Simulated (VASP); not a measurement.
# Cd3Te5 in VASP: notebook

Runs on Cd3Te5. Level: PBE. Tasks: single point, relaxation of cell and atoms.

Everything below comes from runs of VASP 6.6.1. Logs are shortened: lines on timing, memory, paths and dates and some standing lists are left out, and cuts for length are marked.

**1. The cell of the first run**

Symmetry: Pm-3m, No. 221, cubic system. Conventional cell: a = 6.201 Å, b = 6.201 Å, c = 6.201 Å, α = 90.00°, β = 90.00°, γ = 90.00°. Cd (site symmetry 4/mmm) has 6 Te at 3.10 Å within 4.1 Å. Te (site symmetry 4/mmm) has 4 Cd at 3.10 Å and 2 Te at 3.10 Å within 4.1 Å. Within 4.1 Å of Te (site symmetry m-3m) lie 6 Cd at 3.10 Å. Te (site symmetry m-3m) has 6 Te at 3.10 Å within 4.1 Å.

**2. Single point, PBE**

Input file INCAR:

```
SYSTEM = Cd3Te5
  ALGO = Normal
  EDIFF = 1E-7
  ENCUT = 520
  GGA = PE
  ISIF = 2
  ISMEAR = 0
  LASPH = .True.
  LCHARG = .False.
  LREAL = .False.
  LWAVE = .False.
  NBANDS = 43
  NELM = 80
  PREC = Accurate
  SIGMA = 0.1
```

Input file KPOINTS:

```
k-points
0
Gamma
  6 6 6
  0 0 0
```

Input file POSCAR:

```
Cd3Te5
1.0
    6.2013780763      0.0000000000      0.0000000000
    0.0000000000      6.2013780763      0.0000000000
    0.0000000000      0.0000000000      6.2013780763
Cd Te
3 5
Direct
    0.5000000000      0.0000000000      0.0000000000
    0.0000000000      0.5000000000      0.0000000000
    0.0000000000      0.0000000000      0.5000000000
    0.0000000000      0.5000000000      0.5000000000
    0.5000000000      0.0000000000      0.5000000000
    0.5000000000      0.5000000000      0.0000000000
    0.0000000000      0.0000000000      0.0000000000
    0.5000000000      0.5000000000      0.5000000000
```

Potentials or basis: VASP PAW PBE potentials, release 64 (Cd, Te).

The run is started by

```sh
$ cat potpaw_PBE.64/Cd/POTCAR potpaw_PBE.64/Te/POTCAR > POTCAR
$ mpirun -np 1 vasp_std > vasp.out
```

OUTCAR:

```text
SYSTEM = Cd3Te5
   EDIFF = 1E-7
   ENCUT = 520
   GGA = PE
   ISIF = 2
   ISMEAR = 0
   LASPH = .True.
   LREAL = .False.
   NELM = 80
   PREC = Accurate

 ion  position               nearest neighbor table
   1  0.500  0.000  0.000-   5 3.10   6 3.10   7 3.10   5 3.10   6 3.10   7 3.10
   2  0.000  0.500  0.000-   4 3.10   6 3.10   7 3.10   4 3.10   7 3.10   6 3.10
   3  0.000  0.000  0.500-   4 3.10   5 3.10   7 3.10   7 3.10   4 3.10   5 3.10
   4  0.000  0.500  0.500-   2 3.10   3 3.10   8 3.10   2 3.10   3 3.10   8 3.10
   5  0.500  0.000  0.500-   1 3.10   3 3.10   8 3.10   1 3.10   8 3.10   3 3.10
   6  0.500  0.500  0.000-   1 3.10   2 3.10   8 3.10   8 3.10   1 3.10   2 3.10
   7  0.000  0.000  0.000-   1 3.10   2 3.10   3 3.10   3 3.10   2 3.10   1 3.10
   8  0.500  0.500  0.500-   4 3.10   5 3.10   6 3.10   6 3.10   5 3.10   4 3.10

  LATTYP: Found a simple cubic cell.
 ALAT       =     6.2013780763

  Lattice vectors:

 A1 = (   6.2013780763,   0.0000000000,   0.0000000000)
 A2 = (   0.0000000000,   6.2013780763,   0.0000000000)
 A3 = (   0.0000000000,   0.0000000000,   6.2013780763)

Analysis of symmetry for initial positions (statically):
=====================================================================
 Subroutine PRICEL returns:
 Original cell was already a primitive cell.

 Routine SETGRP: Setting up the symmetry group for a
 simple cubic supercell.

 Subroutine GETGRP returns: Found 48 space group operations
 (whereof 48 operations were pure point group operations)
 out of a pool of 48 trial point group operations.

The static configuration has the point symmetry O_h .

Analysis of symmetry for dynamics (positions and initial velocities):
=====================================================================
 Subroutine PRICEL returns:
 Original cell was already a primitive cell.

 Routine SETGRP: Setting up the symmetry group for a
 simple cubic supercell.

 Subroutine GETGRP returns: Found 48 space group operations
 (whereof 48 operations were pure point group operations)
 out of a pool of 48 trial point group operations.

The dynamic configuration has the point symmetry O_h .

 Subroutine INISYM returns: Found 48 space group operations
 (whereof 48 operations are pure point group operations),
 and found     1 'primitive' translations

----------------------------------------------------------------------------------------

                                     Primitive cell

  volume of cell :     238.4870

  direct lattice vectors                    reciprocal lattice vectors
     6.201378076  0.000000000  0.000000000     0.161254480  0.000000000  0.000000000
     0.000000000  6.201378076  0.000000000     0.000000000  0.161254480  0.000000000
     0.000000000  0.000000000  6.201378076     0.000000000  0.000000000  0.161254480

  length of vectors
     6.201378076  6.201378076  6.201378076     0.161254480  0.161254480  0.161254480

  position of ions in fractional coordinates (direct lattice)
     0.500000000  0.000000000  0.000000000
     0.000000000  0.500000000  0.000000000
     0.000000000  0.000000000  0.500000000
     0.000000000  0.500000000  0.500000000
     0.500000000  0.000000000  0.500000000
     0.500000000  0.500000000  0.000000000
     0.000000000  0.000000000  0.000000000
     0.500000000  0.500000000  0.500000000

  ion indices of the primitive-cell ions
   primitive index   ion index
                 1           1
                 2           2
                 3           3
                 4           4
                 5           5
                 6           6
                 7           7
                 8           8

----------------------------------------------------------------------------------------

 KPOINTS: k-points

Automatic generation of k-mesh.
 Grid dimensions read from file:
 generate k-points for:    6    6    6

 Generating k-lattice:

  Cartesian coordinates                     Fractional coordinates (reciprocal lattice)
     0.026875747  0.000000000  0.000000000     0.166666667  0.000000000  0.000000000
     0.000000000  0.026875747  0.000000000     0.000000000  0.166666667  0.000000000
     0.000000000  0.000000000  0.026875747     0.000000000  0.000000000  0.166666667

  Length of vectors
     0.026875747  0.026875747  0.026875747

  Shift w.r.t. Gamma in fractional coordinates (k-lattice)
     0.000000000  0.000000000  0.000000000

 Subroutine IBZKPT returns following result:
 ===========================================

 Found     20 irreducible k-points:

 Following reciprocal coordinates:
            Coordinates               Weight
  0.000000  0.000000  0.000000      1.000000
  0.166667  0.000000  0.000000      6.000000
  0.333333  0.000000  0.000000      6.000000
  0.500000  0.000000  0.000000      3.000000
  0.166667  0.166667  0.000000     12.000000
  0.333333  0.166667  0.000000     24.000000
[... 12 lines left out ...]
  0.500000  0.500000  0.333333      6.000000
  0.500000  0.500000  0.500000      1.000000
   k-points           NKPTS =     20   k-points in BZ     NKDIM =     20   number of bands    NBANDS=     43
   number of dos      NEDOS =    301   number of ions     NIONS =      8
   total plane-waves  NPLWV = 110592
   dimension x,y,z NGX =    48 NGY =   48 NGZ =   48
   dimension x,y,z NGXF=    96 NGYF=   96 NGZF=   96
   ions per type =               3   5
   NGX,Y,Z   is equivalent  to a cutoff of  12.87, 12.87, 12.87 a.u.
   NGXF,Y,Z  is equivalent  to a cutoff of  25.74, 25.74, 25.74 a.u.
 SYSTEM =  Cd3Te5
   PREC   = accura    normal or accurate (medium, high low for compatibility)
   ISTART =      0    job   : 0-new  1-cont  2-samecut
   ICHARG =      2    charge: 1-file 2-atom 10-const
   ISPIN  =      1    spin polarized calculation?
   LNONCOLLINEAR =      F non collinear calculations
   LSORBIT =      F    spin-orbit coupling
   LASPH  =      T    aspherical Exc in radial PAW
   ENCUT  =  520.0 eV  38.22 Ry    6.18 a.u.  11.53 11.53 11.53*2*pi/ulx,y,z
   NELM   =     80;   NELMIN=  2; NELMDL= -5     # of ELM steps
   EDIFF  = 0.1E-06   stopping-criterion for ELM
   LREAL  =      F    real-space projection
   EDIFFG = 0.1E-05   stopping-criterion for IOM
   NSW    =      0    number of steps for IOM
   IBRION =     -1    ionic relax: 0-MD 1-quasi-New 2-CG
   NFREE  =      0    steps in history (QN), initial steepest desc. (CG)
   ISIF   =      2    stress and relaxation
   ISYM   =      2    0-nonsym 1-usesym 2-fastsym
   POTIM  = 0.5000    time-step for ionic-motion
   TEBEG  =    0.0;   TEEND  =   0.0 temperature during run
   PSTRESS=    0.0 pullay stress
   NELECT =      66.0000    total number of electrons
   NUPDOWN=      -1.0000    fix difference up-down
   EMIN   =  10.00;   EMAX   =-10.00  energy-range for DOS
   EFERMI =   0.00;   METHOD = LEGACY
   ISMEAR =     0;   SIGMA  =   0.10  broadening in eV -4-tet -1-fermi 0-gaus
   EFERMI_NEDOS =   21; number of points for ismear=-14 and -15
   IALGO  =     38    algorithm
   IMIX   =      4    mixing-type and parameters
     AMIX     =   0.40;   BMIX     =  1.00
     AMIX_MAG =   1.60;   BMIX_MAG =  1.00
  volume/ion in A,a.u.               =      29.81       201.17
  Fermi-wavevector in a.u.,A,eV,Ry     =   1.066845  2.016044 15.485579  1.138158
  Thomas-Fermi vector in A             =   2.202442
   LORBIT       =      0    0 simple, 1 ext, 2 COOP (PROOUT), +10 PAW based schemes
   GGA     = PE    functional components
   LHFCALC =     F    Hartree Fock is set to
   AEXX    =    0.0000 exact exchange contribution
   IVDW    =     0    specifies the selected vdW correction
   LEPSILON=     F    determine dielectric tensor
   LRPA    =     F    only Hartree local field effects (RPA)
 non-spin polarized calculation
 Gauss-broadening in eV      SIGMA  =   0.10
  energy-cutoff  :      520.00
  volume of cell :      238.49
 maximum number of plane-waves:      6488
 NGX is ok and might be reduce to    48
   NGX = 23   NGY = 23   NGZ = 23

 number of electron      65.9999987 magnetization

 Free energy of the ion-electron system (eV)
  ---------------------------------------------------
  ext. energy  EPLUGINS =         0.00000000
  ---------------------------------------------------
  free energy    TOTEN  =       -19.59126444 eV

  energy without entropy =      -19.55583803  energy(sigma->0) =      -19.57355123

 E-fermi :   4.9239     XC(G=0):  -9.5421

 val. band max:        4.9193391875   @ k =   0.3333   0.3333   0.3333
 cond. band min:       4.9427150889   @ k =   0.3333   0.1667   0.0000
 fundamental gap:      0.0233759014
 Fermi energy:         4.9238784253

 k-point     1 :       0.0000    0.0000    0.0000
  band No.  band energies     occupation
      1      -8.3040      2.00000
      2      -6.2932      2.00000
      3      -6.2932      2.00000
      4      -6.2054      2.00000
      5      -4.8513      2.00000
      6      -3.7146      2.00000
[... 35 lines left out ...]
     42      10.9250      0.00000
     43      10.9250      0.00000

 k-point     2 :       0.1667    0.0000    0.0000
  band No.  band energies     occupation
      1      -8.2436      2.00000
      2      -6.3621      2.00000
      3      -6.2625      2.00000
      4      -6.1702      2.00000
      5      -4.9443      2.00000
      6      -3.7153      2.00000
[... 35 lines left out ...]
     42      10.4549      0.00000
     43      11.0750      0.00000

 k-point     3 :       0.3333    0.0000    0.0000
  band No.  band energies     occupation
      1      -8.0989      2.00000
      2      -6.5653      2.00000
      3      -6.1973      2.00000
      4      -6.0731      2.00000
      5      -5.0723      2.00000
      6      -3.7566      2.00000
[... 735 lines left out ...]
      6      -3.8567      2.00000
[... 35 lines left out ...]
     42       7.8224      0.00000
     43       8.4543      0.00000

 k-point    20 :       0.5000    0.5000    0.5000
  band No.  band energies     occupation
      1      -7.1920      2.00000
      2      -6.3849      2.00000
      3      -6.3849      2.00000
      4      -6.3849      2.00000
      5      -5.7825      2.00000
      6      -3.8613      2.00000
[... 35 lines left out ...]
     42       8.3046      0.00000
     43       8.4918      0.00000

------------------------ aborting loop because EDIFF is reached ----------------------------------------

  FORCE on cell =-STRESS in cart. coord.  units (eV):
  Direction    XX          YY          ZZ          XY          YZ          ZX
  --------------------------------------------------------------------------------------
  -------------------------------------------------------------------------------------
  Total        0.1269328      0.1269328      0.1269328      0.0000000     -0.0000000      0.0000000
  in kB        0.8527463      0.8527463      0.8527463      0.0000000     -0.0000000      0.0000000
  external PRESSURE =       0.8527463 kB  Pullay stress =       0.0000000 kB

 VOLUME and BASIS-vectors are now :
 -----------------------------------------------------------------------------
  energy-cutoff  :      520.00
  volume of cell :      238.49
      direct lattice vectors                 reciprocal lattice vectors
     6.201378076  0.000000000  0.000000000     0.161254480  0.000000000  0.000000000
     0.000000000  6.201378076  0.000000000     0.000000000  0.161254480  0.000000000
     0.000000000  0.000000000  6.201378076     0.000000000  0.000000000  0.161254480

 POSITION                                       TOTAL-FORCE (eV/Angst)
 -----------------------------------------------------------------------------------
      3.10069      0.00000      0.00000         0.000000      0.000000      0.000000
      0.00000      3.10069      0.00000         0.000000      0.000000      0.000000
      0.00000      0.00000      3.10069         0.000000      0.000000      0.000000
      0.00000      3.10069      3.10069         0.000000      0.000000      0.000000
      3.10069      0.00000      3.10069         0.000000      0.000000      0.000000
      3.10069      3.10069      0.00000         0.000000      0.000000      0.000000
      0.00000      0.00000      0.00000         0.000000      0.000000      0.000000
      3.10069      3.10069      3.10069         0.000000      0.000000      0.000000
 -----------------------------------------------------------------------------------
    total drift:                                0.000000      0.000000      0.000000

  FREE ENERGIE OF THE ION-ELECTRON SYSTEM (eV)
  ---------------------------------------------------
  free  energy   TOTEN  =       -19.5912644373 eV

  energy  without entropy=      -19.5558380305  energy(sigma->0) =      -19.57355123
```

Run time: 1.8 min. Hardware: 1 thread of Intel Xeon 6975P-C (Granite Rapids), shared host; peak memory 0.4 GiB.

Results:

```yaml
Free_energy: -19.5913 eV
Pressure: 0.1 GPa
Band_gap_on_the_k_mesh: zero (band 33 reaches 5.02 eV, above the bottom of band 34 at 3.72 eV)
```

Caveat: spin-orbit coupling is left out, which moves the levels of the heavy elements.

**3. Relaxation of cell and atoms, PBE**

This run uses another cell than the first one, of 34.03 Å³/atom, 1.141 times its volume.

Input file INCAR:

```
SYSTEM = Cd3Te5
PREC = Accurate ; ENCUT = 600
EDIFF = 1E-7 ; ISMEAR = 0
SIGMA = 0.2 ; LREAL = .FALSE.
LASPH = .TRUE. ; NELM = 80
ALGO = Normal ; ISIF = 3
LWAVE = .FALSE. ; LCHARG = .FALSE.
GGA = PE ; IBRION = 2
NSW = 36 ; EDIFFG = -0.08
```

Input file KPOINTS:

```
regular mesh
0
G
  3 3 3
  0 0 0
```

Edit POSCAR of step 2 so:

```diff
@@ -2,5 +2,5 @@
 1.0
-    6.2013780763      0.0000000000      0.0000000000
-    0.0000000000      6.2013780763      0.0000000000
-    0.0000000000      0.0000000000      6.2013780763
+    6.4808127000      0.0000000000      0.0000000000
+    0.0000000000      6.4808127000      0.0000000000
+    0.0000000000      0.0000000000      6.4808127000
 Cd Te
```

Potentials or basis: VASP PAW PBE potentials, release 64 (Cd, Te).

The run is started by

```sh
$ cat potpaw_PBE.64/Cd/POTCAR potpaw_PBE.64/Te/POTCAR > POTCAR
$ mpirun -np 1 vasp_std > vasp.out
```

OUTCAR:

```text
SYSTEM = Cd3Te5
   PREC = Accurate
   ENCUT = 600
   EDIFF = 1E-7
   ISMEAR = 0
   LREAL = .FALSE.
   LASPH = .TRUE.
   NELM = 80
   ISIF = 3
   GGA = PE
   IBRION = 2
   NSW = 36
   EDIFFG = -0.08

 ion  position               nearest neighbor table
   1  0.500  0.000  0.000-   5 3.24   6 3.24   7 3.24   5 3.24   6 3.24   7 3.24
   2  0.000  0.500  0.000-   4 3.24   6 3.24   7 3.24   4 3.24   7 3.24   6 3.24
   3  0.000  0.000  0.500-   4 3.24   5 3.24   7 3.24   7 3.24   4 3.24   5 3.24
   4  0.000  0.500  0.500-   2 3.24   3 3.24   8 3.24   2 3.24   3 3.24   8 3.24
[... 414 lines left out ...]
  Total        0.2159361      0.2159361      0.2159361      0.0000000      0.0000000      0.0000000
  in kB        1.4325178      1.4325178      1.4325178      0.0000000      0.0000000      0.0000000
  external PRESSURE =       1.4325178 kB  Pullay stress =       0.0000000 kB

 VOLUME and BASIS-vectors are now :
 -----------------------------------------------------------------------------
  energy-cutoff  :      600.00
  volume of cell :      241.51
      direct lattice vectors                 reciprocal lattice vectors
     6.227473996  0.000000000  0.000000000     0.160578752  0.000000000 -0.000000000
    -0.000000000  6.227473996  0.000000000    -0.000000000  0.160578752  0.000000000
     0.000000000 -0.000000000  6.227473996    -0.000000000 -0.000000000  0.160578752

 POSITION                                       TOTAL-FORCE (eV/Angst)
 -----------------------------------------------------------------------------------
      3.11374      0.00000      0.00000        -0.000000     -0.000000      0.000000
     -0.00000      3.11374      0.00000         0.000000     -0.000000      0.000000
      0.00000     -0.00000      3.11374        -0.000000     -0.000000      0.000000
      0.00000      3.11374      3.11374         0.000000     -0.000000      0.000000
      3.11374     -0.00000      3.11374        -0.000000      0.000000      0.000000
      3.11374      3.11374      0.00000        -0.000000     -0.000000      0.000000
      0.00000      0.00000      0.00000        -0.000000     -0.000000      0.000000
      3.11374      3.11374      3.11374         0.000000     -0.000000      0.000000
 -----------------------------------------------------------------------------------
    total drift:                                0.000000     -0.000000     -0.000000

  FREE ENERGIE OF THE ION-ELECTRON SYSTEM (eV)
  ---------------------------------------------------
  free  energy   TOTEN  =       -18.8041709652 eV

  energy  without entropy=      -18.5986480619  energy(sigma->0) =      -18.70140951

 reached required accuracy - stopping structural energy minimisation
```

It took 83 s on 1 thread of Intel Xeon 6975P-C (Granite Rapids), shared host; peak memory 0.43 GiB.

Results:

```
Free energy                            : -18.8042 eV
Relaxed volume                         : 30.19 Å³/atom
Relaxed cell                           : a = 6.227 Å, b = 6.227 Å, c = 6.227 Å, α = 90.00°, β = 90.00°, γ = 90.00°
Space group after relaxing (to 0.05 Å) : Pm-3m (No. 221)
Energy gained by relaxing              : 50.0 meV/atom
Ionic steps                            : 2
Pressure after relaxing                : 0.1 GPa
Band gap on the k mesh                 : zero (band 33 reaches 4.93 eV, above the bottom of band 34 at 3.61 eV)
```

Step by step:
| step | energy change (eV) | largest force (eV/Å) | pressure (GPa) | volume (Å³) |
| --- | --- | --- | --- | --- |
| 1 | 0.0000 | 0.0000 | -3.82 | 272.20 |
| 2 | -0.4001 | 0.0000 | 0.14 | 241.51 |

Final structure:
```
CELL_PARAMETERS angstrom
6.22747 0.00000 0.00000
0.00000 6.22747 0.00000
0.00000 0.00000 6.22747
ATOMIC_POSITIONS crystal
Cd 0.50000 0.00000 0.00000
Cd 0.00000 0.50000 0.00000
Cd 0.00000 0.00000 0.50000
Te 0.00000 0.50000 0.50000
Te 0.50000 0.00000 0.50000
Te 0.50000 0.50000 0.00000
Te 0.00000 0.00000 0.00000
Te 0.50000 0.50000 0.50000
```

Levels at points of the mesh, in eV from the Fermi level:
```csv
k point,band 31,band 32,band 33,band 34,band 35,band 36,band 37,band 38
"(0.00, 0.00, 0.00)",-1.84,-1.24,-1.24,-1.24,-0.81,2.71,2.71,2.71
```

Caveat: spin-orbit coupling is left out, which moves the levels of the heavy elements.

(Continued in part 2 of 2.)
